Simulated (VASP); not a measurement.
# GaP (zincblende type) (F-43m) in VASP: further runs

Runs on GaP (zincblende type). Level: LDA. Tasks: single point.

Program: VASP 6.6.1. These are calculated values, not measurements. Logs are shortened: lines on timing, memory, paths and dates and some standing lists are left out, and cuts for length are marked.

## Step 1: The cell of the first run

The structure is cubic, space group F-43m (No. 216). The conventional cell has a = 4.646 Å, b = 4.646 Å, c = 4.646 Å, α = 90.00°, β = 90.00°, γ = 90.00°. Ga (site symmetry -43m) has 4 P at 2.01 Å within 2.7 Å. Within 2.7 Å of P (site symmetry -43m) lie 4 Ga at 2.01 Å.

## Step 2: Single point, LDA (volume scaled by 0.64)

Contents of INCAR:

```
SYSTEM = GaP
PREC = Accurate ; ENCUT = 520
EDIFF = 1E-7 ; ISMEAR = -1
SIGMA = 0.1 ; LREAL = .False.
LASPH = .True. ; NELM = 80
ALGO = Normal ; ISIF = 2
LWAVE = .False. ; LCHARG = .False.
GGA = CA ; NBANDS = 16
```

Contents of KPOINTS:

```
regular mesh
0
Gamma
  13 13 13
  0 0 0
```

Contents of POSCAR:

```
GaP
1.0
    0.0000000000      2.3229533095      2.3229533095
    2.3229533095      0.0000000000      2.3229533095
    2.3229533095      2.3229533095      0.0000000000
Ga P
1 1
Direct
    0.0000000000      0.0000000000      0.0000000000
    0.2500000000      0.2500000000      0.2500000000
```

Potentials or basis: VASP PAW LDA potentials, release 64 (Ga_d, P).

Command:

```bash
$ cat potpaw_LDA.64/Ga_d/POTCAR potpaw_LDA.64/P/POTCAR > POTCAR
$ mpirun -np 1 vasp_std > vasp.out
```

OUTCAR:

```text
SYSTEM = GaP
   PREC = Accurate
   ENCUT = 520
   EDIFF = 1E-7
   ISMEAR = -1
   LREAL = .False.
   LASPH = .True.
   NELM = 80
   ISIF = 2
   GGA = CA

 ion  position               nearest neighbor table
   1  0.000  0.000  0.000-   2 2.01   2 2.01   2 2.01   2 2.01
   2  0.250  0.250  0.250-   1 2.01   1 2.01   1 2.01   1 2.01

  LATTYP: Found a face centered cubic cell.
 ALAT       =     4.6459066190

  Lattice vectors:

 A1 = (   0.0000000000,   2.3229533095,   2.3229533095)
 A2 = (   2.3229533095,   0.0000000000,   2.3229533095)
 A3 = (   2.3229533095,   2.3229533095,   0.0000000000)

Analysis of symmetry for initial positions (statically):
=====================================================================
 Subroutine PRICEL returns:
 Original cell was already a primitive cell.

 Routine SETGRP: Setting up the symmetry group for a
 face centered cubic supercell.

 Subroutine GETGRP returns: Found 24 space group operations
 (whereof 24 operations were pure point group operations)
 out of a pool of 48 trial point group operations.

The static configuration has the point symmetry T_d .

Analysis of symmetry for dynamics (positions and initial velocities):
=====================================================================
 Subroutine PRICEL returns:
 Original cell was already a primitive cell.

 Routine SETGRP: Setting up the symmetry group for a
 face centered cubic supercell.

 Subroutine GETGRP returns: Found 24 space group operations
 (whereof 24 operations were pure point group operations)
 out of a pool of 48 trial point group operations.

The dynamic configuration has the point symmetry T_d .

 Subroutine INISYM returns: Found 24 space group operations
 (whereof 24 operations are pure point group operations),
 and found     1 'primitive' translations

----------------------------------------------------------------------------------------

                                     Primitive cell

  volume of cell :      25.0698

  direct lattice vectors                    reciprocal lattice vectors
     0.000000000  2.322953309  2.322953309    -0.215243241  0.215243241  0.215243241
     2.322953309  0.000000000  2.322953309     0.215243241 -0.215243241  0.215243241
     2.322953309  2.322953309  0.000000000     0.215243241  0.215243241 -0.215243241

  length of vectors
     3.285152075  3.285152075  3.285152075     0.372812230  0.372812230  0.372812230

[... 73 lines left out ...]
   ICHARG =      2    charge: 1-file 2-atom 10-const
   ISPIN  =      1    spin polarized calculation?
   LNONCOLLINEAR =      F non collinear calculations
   LSORBIT =      F    spin-orbit coupling
   LASPH  =      T    aspherical Exc in radial PAW
   ENCUT  =  520.0 eV  38.22 Ry    6.18 a.u.   6.11  6.11  6.11*2*pi/ulx,y,z
   NELM   =     80;   NELMIN=  2; NELMDL= -5     # of ELM steps
   EDIFF  = 0.1E-06   stopping-criterion for ELM
   LREAL  =      F    real-space projection
   EDIFFG = 0.1E-05   stopping-criterion for IOM
   NSW    =      0    number of steps for IOM
   IBRION =     -1    ionic relax: 0-MD 1-quasi-New 2-CG
   NFREE  =      0    steps in history (QN), initial steepest desc. (CG)
   ISIF   =      2    stress and relaxation
   ISYM   =      2    0-nonsym 1-usesym 2-fastsym
   POTIM  = 0.5000    time-step for ionic-motion
   TEBEG  =    0.0;   TEEND  =   0.0 temperature during run
   PSTRESS=    0.0 pullay stress
   NELECT =      18.0000    total number of electrons
   NUPDOWN=      -1.0000    fix difference up-down
   EMIN   =  10.00;   EMAX   =-10.00  energy-range for DOS
   EFERMI =   0.00;   METHOD = LEGACY
   ISMEAR =    -1;   SIGMA  =   0.10  broadening in eV -4-tet -1-fermi 0-gaus
   EFERMI_NEDOS =   21; number of points for ismear=-14 and -15
   IALGO  =     38    algorithm
   IMIX   =      4    mixing-type and parameters
     AMIX     =   0.40;   BMIX     =  1.00
     AMIX_MAG =   1.60;   BMIX_MAG =  1.00
  volume/ion in A,a.u.               =      12.53        84.59
  Fermi-wavevector in a.u.,A,eV,Ry     =   1.465937  2.770218 29.238513  2.148970
  Thomas-Fermi vector in A             =   2.581734
   LORBIT       =      0    0 simple, 1 ext, 2 COOP (PROOUT), +10 PAW based schemes
   GGA     = CA    functional components
   LHFCALC =     F    Hartree Fock is set to
   AEXX    =    0.0000 exact exchange contribution
   IVDW    =     0    specifies the selected vdW correction
   LEPSILON=     F    determine dielectric tensor
   LRPA    =     F    only Hartree local field effects (RPA)
 non-spin polarized calculation
  energy-cutoff  :      520.00
  volume of cell :       25.07
 maximum number of plane-waves:       688
   NGX = 13   NGY = 13   NGZ = 13

 number of electron      18.0000010 magnetization

 Free energy of the ion-electron system (eV)
  ---------------------------------------------------
  ext. energy  EPLUGINS =         0.00000000
  ---------------------------------------------------
  free energy    TOTEN  =        -7.32248161 eV

  energy without entropy =       -7.32024225  energy(sigma->0) =       -7.32136193

 E-fermi :  11.0211     XC(G=0): -12.4846

 val. band max:       10.9946648684   @ k =   0.0000   0.0000   0.0000
 cond. band min:      11.1049266882   @ k =   0.4615   0.4615   0.0000
 fundamental gap:      0.1102618198
 Fermi energy:        11.0210626671

 k-point     1 :       0.0000    0.0000    0.0000
  band No.  band energies     occupation
      1      -6.3216      2.00000
      2      -5.7465      2.00000
      3      -5.7465      2.00000
      4      -5.7465      2.00000
      5      -5.3981      2.00000
      6      -5.3981      2.00000
[... 433 lines left out ...]
      3      -5.6187      2.00000
      4      -5.4352      2.00000
      5      -5.3528      2.00000
      6      -2.5209      2.00000
[... 8 lines left out ...]
     15      24.1650      0.00000
     16      26.5103      0.00000

 [... further k-points ...]
[... 5 lines left out ...]
  --------------------------------------------------------------------------------------
  -------------------------------------------------------------------------------------
  Total       16.3241976     16.3241976     16.3241976      0.0000000      0.0000000      0.0000000
  in kB     1043.2562327   1043.2562327   1043.2562327      0.0000000      0.0000000      0.0000000
  external PRESSURE =    1043.2562327 kB  Pullay stress =       0.0000000 kB

 VOLUME and BASIS-vectors are now :
 -----------------------------------------------------------------------------
  energy-cutoff  :      520.00
  volume of cell :       25.07
      direct lattice vectors                 reciprocal lattice vectors
     0.000000000  2.322953309  2.322953309    -0.215243241  0.215243241  0.215243241
     2.322953309  0.000000000  2.322953309     0.215243241 -0.215243241  0.215243241
     2.322953309  2.322953309  0.000000000     0.215243241  0.215243241 -0.215243241

 POSITION                                       TOTAL-FORCE (eV/Angst)
 -----------------------------------------------------------------------------------
      0.00000      0.00000      0.00000         0.000000      0.000000      0.000000
      1.16148      1.16148      1.16148        -0.000000     -0.000000     -0.000000
 -----------------------------------------------------------------------------------
    total drift:                                0.000004      0.000004      0.000002

  FREE ENERGIE OF THE ION-ELECTRON SYSTEM (eV)
  ---------------------------------------------------
  free  energy   TOTEN  =        -7.3224816111 eV

  energy  without entropy=       -7.3202422488  energy(sigma->0) =       -7.32136193
```

It took 12 s on 1 thread of Intel Xeon Platinum 8488C (Sapphire Rapids), shared host; peak memory 0.15 GiB.

What came out:

```yaml
Free_energy: -7.3225 eV
Pressure: 104.3 GPa
Band_gap_on_the_k_mesh: 0.11 eV, indirect (least direct gap 3.16 eV)
```

 A k mesh can miss the band edges.

## Step 3: Single point, LDA (volume scaled by 0.72)

Contents of INCAR:

```
SYSTEM = GaP
PREC = Accurate
ENCUT = 520
EDIFF = 1E-7
ISMEAR = -1
SIGMA = 0.1
LREAL = .False.
LASPH = .True.
NELM = 80
ALGO = Normal
ISIF = 2
LWAVE = .False.
LCHARG = .False.
NBANDS = 16
```

KPOINTS is that of step 2.

Contents of POSCAR:

```
GaP
1.0
    0.0000000000      2.4159688004      2.4159688004
    2.4159688004      0.0000000000      2.4159688004
    2.4159688004      2.4159688004      0.0000000000
Ga P
1 1
Direct
    0.0000000000      0.0000000000      0.0000000000
    0.2500000000      0.2500000000      0.2500000000
```

Potentials or basis: VASP PAW LDA potentials, release 64 (Ga_d, P).

Command:

```bash
$ cat potpaw_LDA.64/Ga_d/POTCAR potpaw_LDA.64/P/POTCAR > POTCAR
$ mpirun -np 1 vasp_std > vasp.out
```

OUTCAR:

```text
SYSTEM = GaP
   PREC = Accurate
   ENCUT = 520
   EDIFF = 1E-7
   ISMEAR = -1
   LREAL = .False.
   LASPH = .True.
   NELM = 80
   ISIF = 2

 ion  position               nearest neighbor table
   1  0.000  0.000  0.000-   2 2.09   2 2.09   2 2.09   2 2.09
   2  0.250  0.250  0.250-   1 2.09   1 2.09   1 2.09   1 2.09

  LATTYP: Found a face centered cubic cell.
 ALAT       =     4.8319376008

  Lattice vectors:

 A1 = (   0.0000000000,   2.4159688004,   2.4159688004)
 A2 = (   2.4159688004,   0.0000000000,   2.4159688004)
 A3 = (   2.4159688004,   2.4159688004,   0.0000000000)

Analysis of symmetry for initial positions (statically):
=====================================================================
 Subroutine PRICEL returns:
 Original cell was already a primitive cell.

 Routine SETGRP: Setting up the symmetry group for a
 face centered cubic supercell.

 Subroutine GETGRP returns: Found 24 space group operations
 (whereof 24 operations were pure point group operations)
 out of a pool of 48 trial point group operations.

The static configuration has the point symmetry T_d .

Analysis of symmetry for dynamics (positions and initial velocities):
=====================================================================
 Subroutine PRICEL returns:
 Original cell was already a primitive cell.

 Routine SETGRP: Setting up the symmetry group for a
 face centered cubic supercell.

 Subroutine GETGRP returns: Found 24 space group operations
 (whereof 24 operations were pure point group operations)
 out of a pool of 48 trial point group operations.

The dynamic configuration has the point symmetry T_d .

 Subroutine INISYM returns: Found 24 space group operations
 (whereof 24 operations are pure point group operations),
 and found     1 'primitive' translations

----------------------------------------------------------------------------------------

                                     Primitive cell

  volume of cell :      28.2036

  direct lattice vectors                    reciprocal lattice vectors
     0.000000000  2.415968800  2.415968800    -0.206956315  0.206956315  0.206956315
     2.415968800  0.000000000  2.415968800     0.206956315 -0.206956315  0.206956315
     2.415968800  2.415968800  0.000000000     0.206956315  0.206956315 -0.206956315

  length of vectors
     3.416695844  3.416695844  3.416695844     0.358458852  0.358458852  0.358458852

  position of ions in fractional coordinates (direct lattice)
     0.000000000  0.000000000  0.000000000
     0.250000000  0.250000000  0.250000000

  ion indices of the primitive-cell ions
   primitive index   ion index
                 1           1
                 2           2

----------------------------------------------------------------------------------------

 KPOINTS: regular mesh

Automatic generation of k-mesh.
 Grid dimensions read from file:
 generate k-points for:   13   13   13

 Generating k-lattice:

  Cartesian coordinates                     Fractional coordinates (reciprocal lattice)
    -0.015919717  0.015919717  0.015919717     0.076923077  0.000000000  0.000000000
     0.015919717 -0.015919717  0.015919717     0.000000000  0.076923077  0.000000000
     0.015919717  0.015919717 -0.015919717     0.000000000  0.000000000  0.076923077

  Length of vectors
     0.027573758  0.027573758  0.027573758

  Shift w.r.t. Gamma in fractional coordinates (k-lattice)
     0.000000000  0.000000000  0.000000000

 Subroutine IBZKPT returns following result:
 ===========================================

 Found     84 irreducible k-points:

 Following reciprocal coordinates:
            Coordinates               Weight
  0.000000  0.000000  0.000000      1.000000
  0.076923  0.000000  0.000000      8.000000
  0.153846  0.000000  0.000000      8.000000
  0.230769  0.000000  0.000000      8.000000
  0.307692  0.000000  0.000000      8.000000
  0.384615  0.000000  0.000000      8.000000
[... 16 lines left out ...]
  0.384615  0.153846  0.000000     24.000000
  0.461538  0.153846  0.000000     24.000000
 [... further k-points ...]
   k-points           NKPTS =     84   k-points in BZ     NKDIM =     84   number of bands    NBANDS=     16
   number of dos      NEDOS =    301   number of ions     NIONS =      2
   total plane-waves  NPLWV =  21952
   dimension x,y,z NGX =    28 NGY =   28 NGZ =   28
   dimension x,y,z NGXF=    56 NGYF=   56 NGZF=   56
   ions per type =               1   1
   NGX,Y,Z   is equivalent  to a cutoff of  13.62, 13.62, 13.62 a.u.
   NGXF,Y,Z  is equivalent  to a cutoff of  27.25, 27.25, 27.25 a.u.
 SYSTEM =  GaP
   PREC   = accura    normal or accurate (medium, high low for compatibility)
   ISTART =      0    job   : 0-new  1-cont  2-samecut
   ICHARG =      2    charge: 1-file 2-atom 10-const
   ISPIN  =      1    spin polarized calculation?
   LNONCOLLINEAR =      F non collinear calculations
   LSORBIT =      F    spin-orbit coupling
   LASPH  =      T    aspherical Exc in radial PAW
   ENCUT  =  520.0 eV  38.22 Ry    6.18 a.u.   6.35  6.35  6.35*2*pi/ulx,y,z
   NELM   =     80;   NELMIN=  2; NELMDL= -5     # of ELM steps
   EDIFF  = 0.1E-06   stopping-criterion for ELM
   LREAL  =      F    real-space projection
   EDIFFG = 0.1E-05   stopping-criterion for IOM
   NSW    =      0    number of steps for IOM
   IBRION =     -1    ionic relax: 0-MD 1-quasi-New 2-CG
   NFREE  =      0    steps in history (QN), initial steepest desc. (CG)
   ISIF   =      2    stress and relaxation
   ISYM   =      2    0-nonsym 1-usesym 2-fastsym
   POTIM  = 0.5000    time-step for ionic-motion
   TEBEG  =    0.0;   TEEND  =   0.0 temperature during run
   PSTRESS=    0.0 pullay stress
   NELECT =      18.0000    total number of electrons
   NUPDOWN=      -1.0000    fix difference up-down
   EMIN   =  10.00;   EMAX   =-10.00  energy-range for DOS
   EFERMI =   0.00;   METHOD = LEGACY
   ISMEAR =    -1;   SIGMA  =   0.10  broadening in eV -4-tet -1-fermi 0-gaus
   EFERMI_NEDOS =   21; number of points for ismear=-14 and -15
   IALGO  =     38    algorithm
   IMIX   =      4    mixing-type and parameters
     AMIX     =   0.40;   BMIX     =  1.00
     AMIX_MAG =   1.60;   BMIX_MAG =  1.00
  volume/ion in A,a.u.               =      14.10        95.16
  Fermi-wavevector in a.u.,A,eV,Ry     =   1.409498  2.663564 27.030470  1.986684
  Thomas-Fermi vector in A             =   2.531547
   LORBIT       =      0    0 simple, 1 ext, 2 COOP (PROOUT), +10 PAW based schemes
   GGA     = CA    functional components
   LHFCALC =     F    Hartree Fock is set to
   AEXX    =    0.0000 exact exchange contribution
   IVDW    =     0    specifies the selected vdW correction
   LEPSILON=     F    determine dielectric tensor
   LRPA    =     F    only Hartree local field effects (RPA)
 non-spin polarized calculation
  energy-cutoff  :      520.00
  volume of cell :       28.20
 maximum number of plane-waves:       770
 NGX is ok and might be reduce to    28
   NGX = 13   NGY = 13   NGZ = 13

 number of electron      17.9999990 magnetization

 Free energy of the ion-electron system (eV)
  ---------------------------------------------------
  ext. energy  EPLUGINS =         0.00000000
  ---------------------------------------------------
  free energy    TOTEN  =        -8.89796626 eV

  energy without entropy =       -8.89734504  energy(sigma->0) =       -8.89765565

 E-fermi :   9.3222     XC(G=0): -11.8776

 val. band max:        9.0731735747   @ k =   0.0000   0.0000   0.0000
 cond. band min:       9.6044426713   @ k =   0.4615   0.4615   0.0000
 fundamental gap:      0.5312690966
 Fermi energy:         9.3221798154

 k-point     1 :       0.0000    0.0000    0.0000
  band No.  band energies     occupation
      1      -6.8973      2.00000
      2      -6.8973      2.00000
      3      -6.8973      2.00000
      4      -6.8154      2.00000
      5      -6.6322      2.00000
      6      -6.6322      2.00000
[... 8 lines left out ...]
     15      19.2552      0.00000
     16      19.3758      0.00000

 k-point     2 :       0.0769    0.0000    0.0000
  band No.  band energies     occupation
      1      -6.9797      2.00000
      2      -6.8919      2.00000
      3      -6.8919      2.00000
      4      -6.6326      2.00000
      5      -6.6326      2.00000
      6      -6.6315      2.00000
[... 8 lines left out ...]
     15      18.7863      0.00000
     16      19.8312      0.00000
[... 387 lines left out ...]
      5      -6.6001      2.00000
      6      -4.3605      2.00000
[... 8 lines left out ...]
     15      21.1109      0.00000
     16      22.3028      0.00000

 k-point    24 :       0.4615    0.1538    0.0000
  band No.  band energies     occupation
      1      -7.1585      2.00000
      2      -6.8225      2.00000
      3      -6.8014      2.00000
      4      -6.6553      2.00000
      5      -6.6001      2.00000
      6      -3.5172      2.00000
[... 8 lines left out ...]
     15      21.9792      0.00000
     16      23.5092      0.00000

 [... further k-points ...]
[... 5 lines left out ...]
  --------------------------------------------------------------------------------------
  -------------------------------------------------------------------------------------
  Total       10.6089831     10.6089831     10.6089831     -0.0000000     -0.0000000     -0.0000000
  in kB      602.6711213    602.6711213    602.6711213     -0.0000000     -0.0000000     -0.0000000
  external PRESSURE =     602.6711213 kB  Pullay stress =       0.0000000 kB

 VOLUME and BASIS-vectors are now :
 -----------------------------------------------------------------------------
  energy-cutoff  :      520.00
  volume of cell :       28.20
      direct lattice vectors                 reciprocal lattice vectors
     0.000000000  2.415968800  2.415968800    -0.206956315  0.206956315  0.206956315
     2.415968800  0.000000000  2.415968800     0.206956315 -0.206956315  0.206956315
     2.415968800  2.415968800  0.000000000     0.206956315  0.206956315 -0.206956315

 POSITION                                       TOTAL-FORCE (eV/Angst)
 -----------------------------------------------------------------------------------
      0.00000      0.00000      0.00000         0.000000      0.000000      0.000000
      1.20798      1.20798      1.20798        -0.000000     -0.000000     -0.000000
 -----------------------------------------------------------------------------------
    total drift:                                0.000002      0.000002      0.000002

  FREE ENERGIE OF THE ION-ELECTRON SYSTEM (eV)
  ---------------------------------------------------
  free  energy   TOTEN  =        -8.8979662572 eV

  energy  without entropy=       -8.8973450381  energy(sigma->0) =       -8.89765565
```

stdout:

```text
POSCAR found type information on POSCAR GaP
 POSCAR found :  2 types and       2 ions
 scaLAPACK will be used
 LDA part: xc-table for (Slater(with rela. corr.)+CA(PZ))
 , standard interpolation
 POSCAR, INCAR and KPOINTS ok, starting setup
 FFT: planning ... GRIDC
 FFT: planning ... GRID_SOFT
 FFT: planning ... GRID
 WAVECAR not read
 entering main loop
```

It took 23 s on 1 thread of Intel Xeon Platinum 8488C (Sapphire Rapids), shared host; peak memory 0.16 GiB.

Results:

```
Free energy            : -8.8980 eV
Pressure               : 60.3 GPa
Band gap on the k mesh : 0.53 eV, indirect (least direct gap 3.43 eV)
```

 A k mesh can miss the band edges.

(Continued in part 2 of 2.)
